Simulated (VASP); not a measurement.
# BaS in VASP: notebook, part 2 of 2

VASP 6.6.1. Earlier steps stand in the parts before.

### 6 Single point, PBE (equal xy, yz and zx shear strains of +2 %)

File INCAR:

```
SYSTEM = BaS
ALGO = Normal ; EDIFF = 1E-7
ENCUT = 520 ; GGA = PE
ISIF = 2 ; ISMEAR = -1
LASPH = .True. ; LCHARG = .False.
LREAL = .False. ; LWAVE = .False.
NBANDS = 15 ; NELM = 80
PREC = Accurate ; SIGMA = 0.02
```

File KPOINTS:

```
k-points
0
Gamma
  8 8 8
  0 0 0
```

File POSCAR:

```
BaS
1.0
    0.0638750000      3.2256875000      3.2256875000
    3.2256875000      0.0638750000      3.2256875000
    3.2256875000      3.2256875000      0.0638750000
Ba S
1 1
Direct
    0.0000000000      0.0000000000      0.0000000000
    0.5000000000      0.5000000000      0.5000000000
```

Potentials or basis: VASP PAW PBE potentials, release 64 (Ba_sv, S).

Started as:

```
> cat potpaw_PBE.64/Ba_sv/POTCAR potpaw_PBE.64/S/POTCAR > POTCAR
> mpirun -np 1 vasp_std > vasp.out
```

OUTCAR:

```text
SYSTEM = BaS
   EDIFF = 1E-7
   ENCUT = 520
   GGA = PE
   ISIF = 2
   ISMEAR = -1
   LASPH = .True.
   LREAL = .False.
   NELM = 80
   PREC = Accurate

 ion  position               nearest neighbor table
   1  0.000  0.000  0.000-   2 3.19   2 3.19   2 3.19   2 3.19   2 3.19   2 3.19
   2  0.500  0.500  0.500-   1 3.19   1 3.19   1 3.19   1 3.19   1 3.19   1 3.19

  LATTYP: Found a trigonal (rhomboedric) cell.
 ALAT       =     4.5622581811
 COS(alpha) =     0.5197000882

  Lattice vectors:

 A1 = (   0.0638750000,   3.2256875000,   3.2256875000)
 A2 = (   3.2256875000,   0.0638750000,   3.2256875000)
 A3 = (   3.2256875000,   3.2256875000,   0.0638750000)

Analysis of symmetry for initial positions (statically):
=====================================================================
 Subroutine PRICEL returns:
 Original cell was already a primitive cell.

 Routine SETGRP: Setting up the symmetry group for a
 trigonal (rhombohedral) supercell.

 Subroutine GETGRP returns: Found 12 space group operations
 (whereof 12 operations were pure point group operations)
 out of a pool of 12 trial point group operations.

The static configuration has the point symmetry D_3d.

Analysis of symmetry for dynamics (positions and initial velocities):
=====================================================================
 Subroutine PRICEL returns:
 Original cell was already a primitive cell.

 Routine SETGRP: Setting up the symmetry group for a
 trigonal (rhombohedral) supercell.

 Subroutine GETGRP returns: Found 12 space group operations
 (whereof 12 operations were pure point group operations)
 out of a pool of 12 trial point group operations.

The dynamic configuration has the point symmetry D_3d.

 Subroutine INISYM returns: Found 12 space group operations
 (whereof 12 operations are pure point group operations),
 and found     1 'primitive' translations

----------------------------------------------------------------------------------------

                                     Primitive cell

  volume of cell :      65.1333

  direct lattice vectors                    reciprocal lattice vectors
     0.063875000  3.225687500  3.225687500    -0.159687509  0.156586780  0.156586780
     3.225687500  0.063875000  3.225687500     0.156586780 -0.159687509  0.156586780
     3.225687500  3.225687500  0.063875000     0.156586780  0.156586780 -0.159687509

  length of vectors
     4.562258181  4.562258181  4.562258181     0.273018204  0.273018204  0.273018204

  position of ions in fractional coordinates (direct lattice)
     0.000000000  0.000000000  0.000000000
     0.500000000  0.500000000  0.500000000

  ion indices of the primitive-cell ions
   primitive index   ion index
                 1           1
                 2           2

----------------------------------------------------------------------------------------

 KPOINTS: k-points

Automatic generation of k-mesh.
 Grid dimensions read from file:
 generate k-points for:    8    8    8

 Generating k-lattice:

  Cartesian coordinates                     Fractional coordinates (reciprocal lattice)
    -0.019960939  0.019573348  0.019573348     0.125000000 -0.000000000 -0.000000000
     0.019573348 -0.019960939  0.019573348    -0.000000000  0.125000000 -0.000000000
     0.019573348  0.019573348 -0.019960939    -0.000000000 -0.000000000  0.125000000

  Length of vectors
[... 39 lines left out ...]
   total plane-waves  NPLWV =  46656
   dimension x,y,z NGX =    36 NGY =   36 NGZ =   36
   dimension x,y,z NGXF=    72 NGYF=   72 NGZF=   72
   ions per type =               1   1
   NGX,Y,Z   is equivalent  to a cutoff of  13.12, 13.12, 13.12 a.u.
   NGXF,Y,Z  is equivalent  to a cutoff of  26.24, 26.24, 26.24 a.u.
 SYSTEM =  BaS
   PREC   = accura    normal or accurate (medium, high low for compatibility)
   ISTART =      0    job   : 0-new  1-cont  2-samecut
   ICHARG =      2    charge: 1-file 2-atom 10-const
   ISPIN  =      1    spin polarized calculation?
   LNONCOLLINEAR =      F non collinear calculations
   LSORBIT =      F    spin-orbit coupling
   LASPH  =      T    aspherical Exc in radial PAW
   ENCUT  =  520.0 eV  38.22 Ry    6.18 a.u.   8.48  8.48  8.48*2*pi/ulx,y,z
   NELM   =     80;   NELMIN=  2; NELMDL= -5     # of ELM steps
   EDIFF  = 0.1E-06   stopping-criterion for ELM
   LREAL  =      F    real-space projection
   EDIFFG = 0.1E-05   stopping-criterion for IOM
   NSW    =      0    number of steps for IOM
   IBRION =     -1    ionic relax: 0-MD 1-quasi-New 2-CG
   NFREE  =      0    steps in history (QN), initial steepest desc. (CG)
   ISIF   =      2    stress and relaxation
   ISYM   =      2    0-nonsym 1-usesym 2-fastsym
   POTIM  = 0.5000    time-step for ionic-motion
   TEBEG  =    0.0;   TEEND  =   0.0 temperature during run
   PSTRESS=    0.0 pullay stress
   NELECT =      16.0000    total number of electrons
   NUPDOWN=      -1.0000    fix difference up-down
   EMIN   =  10.00;   EMAX   =-10.00  energy-range for DOS
   EFERMI =   0.00;   METHOD = LEGACY
   ISMEAR =    -1;   SIGMA  =   0.02  broadening in eV -4-tet -1-fermi 0-gaus
   EFERMI_NEDOS =   21; number of points for ismear=-14 and -15
   IALGO  =     38    algorithm
   IMIX   =      4    mixing-type and parameters
     AMIX     =   0.40;   BMIX     =  1.00
     AMIX_MAG =   1.60;   BMIX_MAG =  1.00
  volume/ion in A,a.u.               =      32.57       219.77
  Fermi-wavevector in a.u.,A,eV,Ry     =   1.025291  1.937519 14.302733  1.051221
  Thomas-Fermi vector in A             =   2.159123
   LORBIT       =      0    0 simple, 1 ext, 2 COOP (PROOUT), +10 PAW based schemes
   GGA     = PE    functional components
   LHFCALC =     F    Hartree Fock is set to
   AEXX    =    0.0000 exact exchange contribution
   IVDW    =     0    specifies the selected vdW correction
   LEPSILON=     F    determine dielectric tensor
   LRPA    =     F    only Hartree local field effects (RPA)
 non-spin polarized calculation
  energy-cutoff  :      520.00
  volume of cell :       65.13
 maximum number of plane-waves:      1774
 NGX is ok and might be reduce to    36
   NGX = 17   NGY = 17   NGZ = 17

 number of electron      16.0000000 magnetization

 Free energy of the ion-electron system (eV)
  ---------------------------------------------------
  ext. energy  EPLUGINS =         0.00000000
  ---------------------------------------------------
  free energy    TOTEN  =       -10.17997027 eV

  energy without entropy =      -10.17997027  energy(sigma->0) =      -10.17997027

 E-fermi :   1.9763     XC(G=0):  -8.6277

 val. band max:        1.4832319114   @ k =   0.0000   0.0000   0.0000
 cond. band min:       3.5612414155   @ k =   0.5000   0.5000   0.0000
 fundamental gap:      2.0780095041
 Fermi energy:         1.9762758792

 k-point     1 :       0.0000    0.0000    0.0000
  band No.  band energies     occupation
      1     -24.6221      2.00000
      2      -9.6820      2.00000
      3      -9.6743      2.00000
      4      -9.6743      2.00000
      5      -8.9036      2.00000
      6       1.4116      2.00000
      7       1.4832      2.00000
      8       1.4832      2.00000
      9       4.9844      0.00000
     10       5.2400      0.00000
     11       5.4002      0.00000
     12       5.4002      0.00000
     13       6.2588      0.00000
     14       6.2588      0.00000
[... 401 lines left out ...]
      2     -10.5087      2.00000
      3      -9.7842      2.00000
      4      -9.6936      2.00000
      5      -7.9904      2.00000
      6       0.0134      2.00000
      7       0.6015      2.00000
      8       0.9371      2.00000
      9       5.6003      0.00000
     10       6.3798      0.00000
     11       6.8193      0.00000
     12       7.1494      0.00000
     13       8.2242      0.00000
     14       9.1027      0.00000
     15      11.4942      0.00000

 [... further k-points ...]

------------------------ aborting loop because EDIFF is reached ----------------------------------------

  FORCE on cell =-STRESS in cart. coord.  units (eV):
  Direction    XX          YY          ZZ          XY          YZ          ZX
  --------------------------------------------------------------------------------------
  -------------------------------------------------------------------------------------
  Total        0.5767626      0.5767626      0.5767626     -0.1575842     -0.1575842     -0.1575842
  in kB       14.1874499     14.1874499     14.1874499     -3.8763221     -3.8763221     -3.8763221
  external PRESSURE =      14.1874499 kB  Pullay stress =       0.0000000 kB

 VOLUME and BASIS-vectors are now :
 -----------------------------------------------------------------------------
  energy-cutoff  :      520.00
  volume of cell :       65.13
      direct lattice vectors                 reciprocal lattice vectors
     0.063875000  3.225687500  3.225687500    -0.159687509  0.156586780  0.156586780
     3.225687500  0.063875000  3.225687500     0.156586780 -0.159687509  0.156586780
     3.225687500  3.225687500  0.063875000     0.156586780  0.156586780 -0.159687509

 POSITION                                       TOTAL-FORCE (eV/Angst)
 -----------------------------------------------------------------------------------
      0.00000      0.00000      0.00000         0.000000     -0.000000     -0.000000
      3.25762      3.25762      3.25762        -0.000000      0.000000      0.000000
 -----------------------------------------------------------------------------------
    total drift:                                0.000000      0.000000      0.000000

  FREE ENERGIE OF THE ION-ELECTRON SYSTEM (eV)
  ---------------------------------------------------
  free  energy   TOTEN  =       -10.1799702686 eV

  energy  without entropy=      -10.1799702686  energy(sigma->0) =      -10.17997027
```

OSZICAR:

```text
N       E                     dE             d eps       ncg     rms          rms(c)
DAV:   1     0.811661383775E+02    0.81166E+02   -0.68259E+03  1950   0.929E+02
DAV:   2    -0.599692025691E+01   -0.87163E+02   -0.79617E+02  2701   0.168E+02
DAV:   3    -0.105654006886E+02   -0.45685E+01   -0.45402E+01  2688   0.402E+01
DAV:   4    -0.106589170000E+02   -0.93516E-01   -0.93495E-01  2489   0.590E+00
DAV:   5    -0.106615277022E+02   -0.26107E-02   -0.26106E-02  2735   0.828E-01    0.481E+00
DAV:   6    -0.101627793244E+02    0.49875E+00   -0.67739E-01  2258   0.497E+00    0.330E+00
DAV:   7    -0.101648133229E+02   -0.20340E-02   -0.18634E-01  2512   0.243E+00    0.212E+00
DAV:   8    -0.101785767978E+02   -0.13763E-01   -0.24598E-02  2244   0.113E+00    0.200E-01
DAV:   9    -0.101790270468E+02   -0.45025E-03   -0.32470E-03  2566   0.414E-01    0.146E-01
DAV:  10    -0.101798756824E+02   -0.84864E-03   -0.96663E-04  2041   0.209E-01    0.394E-02
DAV:  11    -0.101799675663E+02   -0.91884E-04   -0.12211E-04  2482   0.672E-02    0.118E-02
DAV:  12    -0.101799703322E+02   -0.27659E-05   -0.64755E-06  2244   0.167E-02    0.349E-03
DAV:  13    -0.101799702686E+02    0.63654E-07   -0.27330E-07  2588   0.330E-03
   1 F= -.10179970E+02 E0= -.10179970E+02  d E =-.868524E-13
```

stdout:

```text
POSCAR found type information on POSCAR BaS
 POSCAR found :  2 types and       2 ions
 scaLAPACK will be used
 LDA part: xc-table for (Slater+PW92), standard interpolation
 POSCAR, INCAR and KPOINTS ok, starting setup
 FFT: planning ... GRIDC
 FFT: planning ... GRID_SOFT
 FFT: planning ... GRID
 WAVECAR not read
 entering main loop
```

Run time: 2.1 min. Hardware: 1 thread of Intel Xeon 8259CL, shared host; peak memory 0.24 GiB.

Results:

- Free energy: -10.1800 eV
- Pressure: 1.4 GPa
- Band gap on the k mesh: 2.08 eV (least direct gap 2.21 eV)

Levels at points of the mesh, in eV from the valence-band top:
```
           k point  band 4  band 5  band 6  band 7  band 8  band 9  band 10  band 11  band 12  band 13
(0.00, 0.00, 0.00)  -11.16  -10.39   -0.07    0.00    0.00    3.50     3.76     3.92     3.92     4.78
(0.50, 0.00, 0.00)  -11.20   -9.16   -1.96   -1.20   -1.08    5.48     5.67     6.24     6.45     8.80
(0.50, 0.50, 0.00)  -11.34  -10.29   -0.55   -0.19   -0.14    2.08     5.90     5.99     7.38     7.46
(0.50, 0.50, 0.50)  -11.19   -9.12   -1.97   -1.03   -1.03    5.45     5.67     6.18     6.18     8.82
```

Caveat: the cell differs from its parent crystal (equal xy, yz and zx shear strains of +2 %); spin-orbit coupling is left out, which moves the levels of the heavy elements.

### 7 Overview

```csv
cell,gap on the mesh (eV),pressure (GPa)
"a = 4.472, b = 4.472, c = 4.426 Å, angles 60.3, 60.3, 59.3°, 2 atoms",2.00,3.6
"a = 4.539, b = 4.539, c = 4.562 Å, angles 59.8, 59.8, 60.3°, 2 atoms",2.11,0.5
"a = 4.450 Å, angles 62.0°, 2 atoms",2.03,1.4
"a = 4.494 Å, angles 60.7°, 2 atoms",2.08,1.4
"a = 4.562 Å, angles 58.7°, 2 atoms",2.08,1.4
```

Alike in all rows: task single point; level PBE; potentials or basis VASP PAW PBE potentials, release 64 (Ba_sv, S); no spin polarisation; k mesh 8 × 8 × 8; cutoff (eV) 520; smearing fermi-dirac 0.02 eV.

Caveats: spin-orbit coupling is left out, which moves the levels of the heavy elements; the cell stands under pressure (at least some runs).

Absolute energies hang on the potentials; compare differences alone.
